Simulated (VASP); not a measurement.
# Si (R-3m) in VASP: further runs

The runs below take Si through electric field gradients, with PBE.

Program: VASP 6.6.1. These are calculated values, not measurements. Logs are shortened: lines on timing, memory, paths and dates and some standing lists are left out, and cuts for length are marked.

## Step 1: The cell of the first run

It takes space group R-3m (No. 166, trigonal). The conventional cell has a = 3.839 Å, b = 3.839 Å, c = 9.403 Å, α = 90.00°, β = 90.00°, γ = 120.00°. Si (site symmetry 3m) has 4 Si at 2.07 to 2.46 Å within 2.7 Å.

## Step 2: Electric field gradients, PBE (shortest bond scaled by 0.88)

The input, INCAR:

```
  ALGO = Normal
  EDIFF = 1E-8
  ENCUT = 520
  GGA = PE
  ISIF = 2
  ISMEAR = -1
  LASPH = True
  LCHARG = False
  LEFG = True
  LREAL = False
  LWAVE = False
  NBANDS = 11
  NELM = 80
  PREC = Accurate
  SIGMA = 0.05
```

The input, KPOINTS:

```
k-points
0
Gamma
  10 10 10
```

The input, POSCAR:

```
Si
1.0
    0.0000000000      2.7144176166      2.7144176166
    2.7144176166      0.0000000000      2.7144176166
    2.7144176166      2.7144176166      0.0000000000
Si
2
Direct
   -0.1700000000     -0.1100000000     -0.1100000000
    0.1700000000      0.1100000000      0.1100000000
```

Potentials or basis: VASP PAW PBE potentials, release 64 (Si).

Command:

```sh
> cat potpaw_PBE.64/Si/POTCAR > POTCAR
> mpirun -np 1 vasp_std > vasp.out
```

OUTCAR:

```text
EDIFF = 1E-8
   ENCUT = 520
   GGA = PE
   ISIF = 2
   ISMEAR = -1
   LASPH = True
   LREAL = False
   NELM = 80
   PREC = Accurate

 ion  position               nearest neighbor table
   1  0.830  0.890  0.890-   2 2.07   2 2.46   2 2.46   2 2.46
   2  0.170  0.110  0.110-   1 2.07   1 2.46   1 2.46   1 2.46

  LATTYP: Found a face centered cubic cell.
 ALAT       =     5.4288352332

  Lattice vectors:

 A1 = (   0.0000000000,   2.7144176166,   2.7144176166)
 A2 = (   2.7144176166,   0.0000000000,   2.7144176166)
 A3 = (   2.7144176166,   2.7144176166,   0.0000000000)

Analysis of symmetry for initial positions (statically):
=====================================================================
 Subroutine PRICEL returns:
 Original cell was already a primitive cell.

 Routine SETGRP: Setting up the symmetry group for a
 face centered cubic supercell.

 Subroutine GETGRP returns: Found 12 space group operations
 (whereof  4 operations were pure point group operations)
 out of a pool of 48 trial point group operations.

The static configuration has the point symmetry C_2h.
 The point group associated with its full space group is D_3d.

Analysis of symmetry for dynamics (positions and initial velocities):
=====================================================================
 Subroutine PRICEL returns:
 Original cell was already a primitive cell.

 Routine SETGRP: Setting up the symmetry group for a
 face centered cubic supercell.

 Subroutine GETGRP returns: Found 12 space group operations
 (whereof  4 operations were pure point group operations)
 out of a pool of 48 trial point group operations.

The dynamic configuration has the point symmetry C_2h.
 The point group associated with its full space group is D_3d.

 Subroutine INISYM returns: Found 12 space group operations
 (whereof  4 operations are pure point group operations),
 and found     1 'primitive' translations

----------------------------------------------------------------------------------------

                                     Primitive cell

  volume of cell :      40.0000

  direct lattice vectors                    reciprocal lattice vectors
     0.000000000  2.714417617  2.714417617    -0.184201575  0.184201575  0.184201575
     2.714417617  0.000000000  2.714417617     0.184201575 -0.184201575  0.184201575
     2.714417617  2.714417617  0.000000000     0.184201575  0.184201575 -0.184201575

  length of vectors
     3.838766207  3.838766207  3.838766207     0.319046487  0.319046487  0.319046487

  position of ions in fractional coordinates (direct lattice)
     0.830000000  0.890000000  0.890000000
     0.170000000  0.110000000  0.110000000

  ion indices of the primitive-cell ions
   primitive index   ion index
                 1           1
                 2           2

----------------------------------------------------------------------------------------

 KPOINTS: k-points

Automatic generation of k-mesh.
 Grid dimensions read from file:
 generate k-points for:   10   10   10

 Generating k-lattice:

  Cartesian coordinates                     Fractional coordinates (reciprocal lattice)
    -0.018420157  0.018420157  0.018420157     0.100000000  0.000000000  0.000000000
     0.018420157 -0.018420157  0.018420157     0.000000000  0.100000000  0.000000000
     0.018420157  0.018420157 -0.018420157     0.000000000  0.000000000  0.100000000

  Length of vectors
     0.031904649  0.031904649  0.031904649

  Shift w.r.t. Gamma in fractional coordinates (k-lattice)
     0.000000000  0.000000000  0.000000000

 Subroutine IBZKPT returns following result:
 ===========================================

 Found    116 irreducible k-points:

 Following reciprocal coordinates:
            Coordinates               Weight
  0.000000  0.000000  0.000000      1.000000
  0.100000  0.000000  0.000000      2.000000
  0.000000  0.100000  0.000000      6.000000
  0.200000  0.000000  0.000000      2.000000
  0.000000  0.200000  0.000000      6.000000
  0.300000  0.000000  0.000000      2.000000
[... 16 lines left out ...]
  0.000000  0.500000  0.100000     12.000000
  0.100000  0.000000  0.500000      6.000000
 [... further k-points ...]
   k-points           NKPTS =    116   k-points in BZ     NKDIM =    116   number of bands    NBANDS=     11
   number of dos      NEDOS =    301   number of ions     NIONS =      2
   total plane-waves  NPLWV =  27000
   dimension x,y,z NGX =    30 NGY =   30 NGZ =   30
   dimension x,y,z NGXF=    60 NGYF=   60 NGZF=   60
   ions per type =               2
   NGX,Y,Z   is equivalent  to a cutoff of  12.99, 12.99, 12.99 a.u.
   NGXF,Y,Z  is equivalent  to a cutoff of  25.98, 25.98, 25.98 a.u.
 SYSTEM =  unknown system
   PREC   = accura    normal or accurate (medium, high low for compatibility)
   ISTART =      0    job   : 0-new  1-cont  2-samecut
   ICHARG =      2    charge: 1-file 2-atom 10-const
   ISPIN  =      1    spin polarized calculation?
   LNONCOLLINEAR =      F non collinear calculations
   LSORBIT =      F    spin-orbit coupling
   LASPH  =      T    aspherical Exc in radial PAW
   ENCUT  =  520.0 eV  38.22 Ry    6.18 a.u.   7.14  7.14  7.14*2*pi/ulx,y,z
   NELM   =     80;   NELMIN=  2; NELMDL= -5     # of ELM steps
   EDIFF  = 0.1E-07   stopping-criterion for ELM
   LREAL  =      F    real-space projection
   EDIFFG = 0.1E-06   stopping-criterion for IOM
   NSW    =      0    number of steps for IOM
   IBRION =     -1    ionic relax: 0-MD 1-quasi-New 2-CG
   NFREE  =      0    steps in history (QN), initial steepest desc. (CG)
   ISIF   =      2    stress and relaxation
   ISYM   =      2    0-nonsym 1-usesym 2-fastsym
   POTIM  = 0.5000    time-step for ionic-motion
   TEBEG  =    0.0;   TEEND  =   0.0 temperature during run
   PSTRESS=    0.0 pullay stress
   NELECT =       8.0000    total number of electrons
   NUPDOWN=      -1.0000    fix difference up-down
   EMIN   =  10.00;   EMAX   =-10.00  energy-range for DOS
   EFERMI =   0.00;   METHOD = LEGACY
   ISMEAR =    -1;   SIGMA  =   0.05  broadening in eV -4-tet -1-fermi 0-gaus
   EFERMI_NEDOS =   21; number of points for ismear=-14 and -15
   IALGO  =     38    algorithm
   IMIX   =      4    mixing-type and parameters
     AMIX     =   0.40;   BMIX     =  1.00
     AMIX_MAG =   1.60;   BMIX_MAG =  1.00
  volume/ion in A,a.u.               =      20.00       134.97
  Fermi-wavevector in a.u.,A,eV,Ry     =   0.957381  1.809188 12.470807  0.916578
  Thomas-Fermi vector in A             =   2.086394
   LORBIT       =      0    0 simple, 1 ext, 2 COOP (PROOUT), +10 PAW based schemes
   GGA     = PE    functional components
   LHFCALC =     F    Hartree Fock is set to
   AEXX    =    0.0000 exact exchange contribution
   IVDW    =     0    specifies the selected vdW correction
   LEPSILON=     F    determine dielectric tensor
   LRPA    =     F    only Hartree local field effects (RPA)
 non-spin polarized calculation
  energy-cutoff  :      520.00
  volume of cell :       40.00
 maximum number of plane-waves:      1091
 NGX is ok and might be reduce to    30
   NGX = 15   NGY = 15   NGZ = 15

 number of electron       8.0000000 magnetization

 Free energy of the ion-electron system (eV)
  ---------------------------------------------------
  ext. energy  EPLUGINS =         0.00000000
  ---------------------------------------------------
  free energy    TOTEN  =       -10.14609739 eV

  energy without entropy =      -10.14421549  energy(sigma->0) =      -10.14515644

 E-fermi :   6.1199     XC(G=0):  -9.4305

 val. band max:        6.0574497934   @ k =   0.1000   0.0000  -0.2000
 cond. band min:       6.1649845885   @ k =   0.1000   0.0000   0.0000
 fundamental gap:      0.1075347951
 Fermi energy:         6.1199206604

 k-point     1 :       0.0000    0.0000    0.0000
  band No.  band energies     occupation
      1      -6.2465      2.00000
      2       4.4075      2.00000
      3       6.6312      0.00007
      4       6.6312      0.00007
      5       7.6956      0.00000
      6       7.6956      0.00000
      7       9.0622      0.00000
      8       9.3804      0.00000
      9      13.5845      0.00000
     10      13.6676      0.00000
     11      13.6676      0.00000
[... 309 lines left out ...]
 k-point    24 :       0.1000    0.0000    0.5000
  band No.  band energies     occupation
      1      -4.0942      2.00000
      2      -0.6233      2.00000
      3       3.1320      2.00000
      4       4.9551      2.00000
      5       7.7811      0.00000
      6       8.6046      0.00000
      7       9.6028      0.00000
      8      13.3992      0.00000
      9      14.8808      0.00000
     10      16.6126      0.00000
     11      17.1150      0.00000

 [... further k-points ...]

------------------------ aborting loop because EDIFF is reached ----------------------------------------

  FORCE on cell =-STRESS in cart. coord.  units (eV):
  Direction    XX          YY          ZZ          XY          YZ          ZX
  --------------------------------------------------------------------------------------
  -------------------------------------------------------------------------------------
  Total        1.5138728      1.5138728      1.5138728     -2.4939386      2.4939386     -2.4939386
  in kB       60.6373170     60.6373170     60.6373170    -99.8932960     99.8932960    -99.8932960
  external PRESSURE =      60.6373170 kB  Pullay stress =       0.0000000 kB

 VOLUME and BASIS-vectors are now :
 -----------------------------------------------------------------------------
  energy-cutoff  :      520.00
  volume of cell :       40.00
      direct lattice vectors                 reciprocal lattice vectors
     0.000000000  2.714417617  2.714417617    -0.184201575  0.184201575  0.184201575
     2.714417617  0.000000000  2.714417617     0.184201575 -0.184201575  0.184201575
     2.714417617  2.714417617  0.000000000     0.184201575  0.184201575 -0.184201575

 POSITION                                       TOTAL-FORCE (eV/Angst)
 -----------------------------------------------------------------------------------
      4.83166      4.66880      4.66880        -3.186356      3.186356      3.186356
      0.59717      0.76004      0.76004         3.186356     -3.186356     -3.186356
 -----------------------------------------------------------------------------------
    total drift:                                0.000000     -0.000000      0.000000

  FREE ENERGIE OF THE ION-ELECTRON SYSTEM (eV)
  ---------------------------------------------------
  free  energy   TOTEN  =       -10.1460973918 eV

  energy  without entropy=      -10.1442154895  energy(sigma->0) =      -10.14515644

 Electric field gradients (V/A^2)
---------------------------------------------------------------------
 ion       V_xx      V_yy      V_zz      V_xy      V_xz      V_yz
---------------------------------------------------------------------
   1      -0.000     0.000     0.000    19.208    19.208   -19.208
   2      -0.000     0.000     0.000    19.208    19.208   -19.208
---------------------------------------------------------------------

 Electric field gradients after diagonalization (V/A^2)
 (convention: |V_zz| > |V_xx| > |V_yy|)
----------------------------------------------------------------------
 ion       V_xx      V_yy      V_zz     asymmetry (V_yy - V_xx)/ V_zz
----------------------------------------------------------------------
   1      19.208    19.208   -38.416       0.000
   2      19.208    19.208   -38.416       0.000
----------------------------------------------------------------------

           NMR quadrupolar parameters

 Cq : quadrupolar parameter    Cq=e*Q*V_zz/h
 eta: asymmetry parameters     (V_yy - V_xx)/ V_zz
 Q  : nuclear electric quadrupole moment in mb (millibarn)
----------------------------------------------------------------------
 ion       Cq(MHz)       eta       Q (mb)
----------------------------------------------------------------------
   1      -0.093       0.000       1.000
   2      -0.093       0.000       1.000
----------------------------------------------------------------------
```

Wall time 98 s (1 thread of AMD EPYC 7R13, shared host); peak memory 0.15 GiB.

Results:

```
Free energy                             : -10.1461 eV
Pressure                                : 6.1 GPa
Largest force                           : 5.519 eV/Å
Band gap on the k mesh                  : zero (bands 4 and 5 overlap by 0.70 eV)
Largest electric field gradient by atom : Si -38.4 V/Å²
```

Forces in eV/Å, atoms in the order of the input:
```
Si  -3.186  3.186  3.186
Si   3.186 -3.186 -3.186
```

Electric field gradients, principal values (V/Å²):
```
atom   least  middle  greatest (by size)
1 Si  19.208  19.208             -38.416
2 Si  19.208  19.208             -38.416
```

Caveat: the cell differs from its parent crystal (shortest bond scaled by 0.88); the cell stands under pressure; semilocal functionals underestimate gaps, so a narrow gap can read as zero; without QUAD_EFG the Cq values of the log hold for a quadrupole moment of 1 mb, not for the nuclei; forces of over 1 eV/Å act on the atoms, so gaps and moduli don't describe the material at rest.

## Step 3: Electric field gradients, PBE (shortest bond scaled by 0.82)

The input, INCAR:

```
PREC = Accurate
ENCUT = 520
EDIFF = 1E-8
ISMEAR = -1
SIGMA = 0.05
LREAL = False
LASPH = True
NELM = 60
ALGO = Normal
ISIF = 2
LWAVE = False
LCHARG = False
GGA = PE
LEFG = True
NBANDS = 11
```

The input, KPOINTS:

```
Automatic mesh
0
Gamma
  10 10 10
```

The input, POSCAR:

```
Si
1.0
    0.0000000000      2.7144176166      2.7144176166
    2.7144176166      0.0000000000      2.7144176166
    2.7144176166      2.7144176166      0.0000000000
Si
2
Direct
   -0.1925000000     -0.1025000000     -0.1025000000
    0.1925000000      0.1025000000      0.1025000000
```

Potentials or basis: VASP PAW PBE potentials, release 64 (Si).

Command:

```sh
> cat potpaw_PBE.64/Si/POTCAR > POTCAR
> mpirun -np 1 vasp_std > vasp.out
```

OUTCAR:

```text
PREC = Accurate
   ENCUT = 520
   EDIFF = 1E-8
   ISMEAR = -1
   LREAL = False
   LASPH = True
   NELM = 60
   ISIF = 2
   GGA = PE

 ion  position               nearest neighbor table
   1  0.807  0.898  0.898-   2 1.93   2 2.52   2 2.52   2 2.52
   2  0.193  0.102  0.102-   1 1.93   1 2.52   1 2.52   1 2.52

  LATTYP: Found a face centered cubic cell.
 ALAT       =     5.4288352332

  Lattice vectors:

 A1 = (   0.0000000000,   2.7144176166,   2.7144176166)
 A2 = (   2.7144176166,   0.0000000000,   2.7144176166)
[... 549 lines left out ...]
  FREE ENERGIE OF THE ION-ELECTRON SYSTEM (eV)
  ---------------------------------------------------
  free  energy   TOTEN  =        -9.0693539523 eV

  energy  without entropy=       -9.0658754529  energy(sigma->0) =       -9.06761470

 Electric field gradients (V/A^2)
---------------------------------------------------------------------
 ion       V_xx      V_yy      V_zz      V_xy      V_xz      V_yz
---------------------------------------------------------------------
   1       0.000    -0.000    -0.000    29.809    29.809   -29.809
   2       0.000    -0.000    -0.000    29.809    29.809   -29.809
---------------------------------------------------------------------

 Electric field gradients after diagonalization (V/A^2)
 (convention: |V_zz| > |V_xx| > |V_yy|)
----------------------------------------------------------------------
 ion       V_xx      V_yy      V_zz     asymmetry (V_yy - V_xx)/ V_zz
----------------------------------------------------------------------
   1      29.809    29.809   -59.618       0.000
   2      29.809    29.809   -59.618       0.000
----------------------------------------------------------------------

           NMR quadrupolar parameters

 Cq : quadrupolar parameter    Cq=e*Q*V_zz/h
 eta: asymmetry parameters     (V_yy - V_xx)/ V_zz
 Q  : nuclear electric quadrupole moment in mb (millibarn)
----------------------------------------------------------------------
 ion       Cq(MHz)       eta       Q (mb)
----------------------------------------------------------------------
   1      -0.144       0.000       1.000
   2      -0.144       0.000       1.000
----------------------------------------------------------------------
```

OSZICAR:

```text
N       E                     dE             d eps       ncg     rms          rms(c)
DAV:   1     0.705973276376E+01    0.70597E+01   -0.32110E+03  2552   0.588E+02
DAV:   2    -0.887563557499E+01   -0.15935E+02   -0.15418E+02  3258   0.815E+01
DAV:   3    -0.934872781790E+01   -0.47309E+00   -0.47125E+00  3293   0.125E+01
DAV:   4    -0.935251755395E+01   -0.37897E-02   -0.37891E-02  3025   0.135E+00
DAV:   5    -0.935255654240E+01   -0.38988E-04   -0.38987E-04  3248   0.128E-01    0.544E+00
DAV:   6    -0.913971602607E+01    0.21284E+00   -0.19100E-01  2867   0.207E+00    0.318E+00
DAV:   7    -0.906920411532E+01    0.70512E-01   -0.22876E-01  2906   0.231E+00    0.597E-01
DAV:   8    -0.906901395356E+01    0.19016E-03   -0.18692E-02  2879   0.845E-01    0.254E-01
DAV:   9    -0.906928464621E+01   -0.27069E-03   -0.88928E-04  3023   0.182E-01    0.966E-02
DAV:  10    -0.906933777731E+01   -0.53131E-04   -0.12522E-04  2921   0.587E-02    0.359E-02
DAV:  11    -0.906935340010E+01   -0.15623E-04   -0.21298E-05  2989   0.289E-02    0.128E-02
DAV:  12    -0.906935413849E+01   -0.73839E-06   -0.29292E-06  3067   0.875E-03    0.249E-03
DAV:  13    -0.906935391769E+01    0.22080E-06   -0.40280E-07  2956   0.358E-03    0.224E-03
DAV:  14    -0.906935394893E+01   -0.31241E-07   -0.15416E-08  2982   0.730E-04    0.747E-04
DAV:  15    -0.906935395229E+01   -0.33630E-08   -0.91718E-10  1570   0.195E-04
   1 F= -.90693540E+01 E0= -.90676147E+01  d E =-.347850E-02
```

It took 1.7 min on 1 thread of AMD EPYC 7R13, shared host; peak memory 0.15 GiB.

What came out:

| Quantity | Value |
| --- | --- |
| Free energy | -9.0694 eV |
| Pressure | 13.1 GPa |
| Largest force | 10.001 eV/Å |
| Band gap on the k mesh | zero (bands 4 and 5 overlap by 1.52 eV) |
| Largest electric field gradient by atom | Si -59.6 V/Å² |

Forces in eV/Å, atoms in the order of the input:
```
Si  -5.774  5.774  5.774
Si   5.774 -5.774 -5.774
```

Electric field gradients, principal values (V/Å²):
```csv
atom,least,middle,greatest (by size)
1 Si,29.809,29.809,-59.618
2 Si,29.809,29.809,-59.618
```

Caveat: the cell differs from its parent crystal (shortest bond scaled by 0.82); the cell stands under pressure; without QUAD_EFG the Cq values of the log hold for a quadrupole moment of 1 mb, not for the nuclei; forces of over 1 eV/Å act on the atoms, so gaps and moduli don't describe the material at rest.

(Continued in part 2 of 2.)
